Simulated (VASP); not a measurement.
Here is a VASP 6.6.1 calculation.

INCAR

```
PREC = Accurate ; ENCUT = 520
EDIFF = 1E-6 ; ISMEAR = 0
SIGMA = 0.15 ; LREAL = False
LASPH = True ; NELM = 80
ALGO = Normal ; ISIF = 2
LWAVE = False ; LCHARG = False
GGA = PE ; NBANDS = 16
```

File KPOINTS:

```
regular mesh
0
Gamma
  14 14 14
```

File POSCAR:

```
HgTe
1.0
    0.0000000000      3.1267950000      3.2235000000
    3.1267950000      0.0000000000      3.2235000000
    3.1267950000      3.1267950000      0.0000000000
Hg Te
1 1
Direct
    0.0000000000      0.0000000000      0.0000000000
    0.7500000000      0.7500000000      0.7500000000
```

Potentials or basis: VASP PAW PBE potentials, release 64 (Hg, Te).

Launch:

```sh
$ cat potpaw_PBE.64/Hg/POTCAR potpaw_PBE.64/Te/POTCAR > POTCAR
$ mpirun -np 1 vasp_std > vasp.out
```

Task: Predict the band gap on the k mesh.

Result: Zero (filled and empty bands touch).

Task: Estimate the pressure.

Result: 7.9 GPa.

Stress tensor (GPa, compression positive):
```
8.04 0.00 0.00
0.00 8.04 0.00
0.00 0.00 7.74
```

Caveat: the cell differs from its parent crystal (strain -0.030 along x and y, +0.000 along z); the cell stands under pressure; semilocal functionals underestimate gaps, so a narrow gap can read as zero; spin-orbit coupling is left out, which moves the levels of the heavy elements.
